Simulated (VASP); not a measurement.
Sr:

```xyz
1
Lattice="0.0000 2.8325 2.8325 2.8325 0.0000 2.8325 2.8325 2.8325 0.0000" Properties=species:S:1:pos:R:3 pbc="T T T"
Sr    0.0000    0.0000    0.0000
```

* Program: VASP 6.6.1
* Task: relaxation of cell and atoms
* Functional: PBE
* Potentials or basis: VASP PAW PBE potentials, release 64 (Sr_sv)
* Cutoff: 600 eV
* k mesh: 14 × 14 × 14
* Occupations: gaussian, width 0.1 eV
* Spin: no spin polarisation

At the start: pressure 3.0 GPa; volume 45.45 Å³/atom.

Q: How do energy, volume and symmetry change on relaxing?

A: Over 5 steps the energy falls by 76.2 meV/atom and the volume is 54.74 Å³/atom (+20.4 %); space group Fm-3m (No. 225, to 0.05 Å).

Step by step:
```csv
step,energy change (eV),largest force (eV/Å),pressure (GPa),volume (Å³)
1,0.0000,0.0000,3.02,45.45
2,-0.0674,0.0000,0.87,51.31
3,-0.0741,0.0000,-0.35,56.64
4,-0.0762,0.0000,-0.03,54.95
5,-0.0762,0.0000,0.02,54.74
```

Final structure:
```
CELL_PARAMETERS angstrom
0.00000 3.01372 3.01372
3.01372 0.00000 3.01372
3.01372 3.01372 0.00000
ATOMIC_POSITIONS crystal
Sr 0.00000 0.00000 0.00000
```

Caveat: the volume moved by over 15 % at a fixed basis, so the end points are rough.
